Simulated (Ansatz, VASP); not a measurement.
## ZnO in VASP and in Ansatz

```xyz
4
Lattice="3.1874 0.0000 0.0000 -1.5937 2.7604 0.0000 0.0000 0.0000 5.1526" Properties=species:S:1:pos:R:3 pbc="T T T"
Zn    0.0000    1.8402    2.5777
Zn    1.5937    0.9201    0.0014
O     1.5937    0.9201    1.9515
O     0.0000    1.8402    4.5278
```

Alike in both runs: functional LDA; k mesh 12 × 12 × 6; occupations fermi-dirac, width 0.02 eV; no spin polarisation.

Ansatz relaxed the structure, and its values are those at the end. VASP's run is a single point on that final structure, the one shown.

|  | VASP | Ansatz |
| --- | --- | --- |
| version | VASP 6.6.1 | Ansatz 0.2.0 |
| potentials or method | VASP PAW LDA potentials, release 64 (Zn, O_h), cutoff 910 eV | PAW plane waves |
| valence electrons in the cell | 36 | 36 |

```csv
,VASP,Ansatz,Ansatz less VASP
gap on the k mesh at the Fermi level (eV),0.81,0.79,-0.017
```

Ansatz warns that its potentials were made for another functional, while VASP's fit it. LDA's correlation is that of Perdew and Zunger in VASP and of Perdew and Wang (1992) in Ansatz.

Noted on VASP's run: the cutoff is short for stress, so the pressure is rough.
